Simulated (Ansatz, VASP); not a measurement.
C in VASP and in Ansatz

```
C
1.0
     0.00000    1.72990    1.78340
     1.72990    0.00000    1.78340
     1.72990    1.72990    0.00000
C
2
Direct
  0.50000 0.50000 0.50000
  0.75000 0.75000 0.75000
```

Change from the starting cell: strain -0.030 along x and y, +0.000 along z, atoms carried along.

Alike in both runs: task single point; functional PBE; k mesh 12 × 12 × 12; occupations gaussian, width 0.05 eV; no spin polarisation.

```csv
,VASP,Ansatz
version,VASP 6.6.1,Ansatz 0.2.0
potentials or method,"VASP PAW PBE potentials, release 64 (C), cutoff 520 eV","scalar-relativistic, plane waves, PAW"
valence electrons in the cell,8,8
```

VASP gave:

| Item | Value |
| --- | --- |
| gap on the k mesh at the Fermi level (eV) | 3.89 |
| least direct gap on the mesh (eV) | 5.47 |
| pressure (GPa) | 32.6 |
| traceless stress, the component that is largest in VASP (GPa) | -20.77 |

Task: What did Ansatz give for the same quantities?

Result: gap on the k mesh at the Fermi level (eV): 3.90; least direct gap on the mesh (eV): 5.48; pressure (GPa): 31.7; traceless stress, the component that is largest in VASP (GPa): -20.78.

Both programs put the cell under a high pressure, so it lies far from rest at this level.
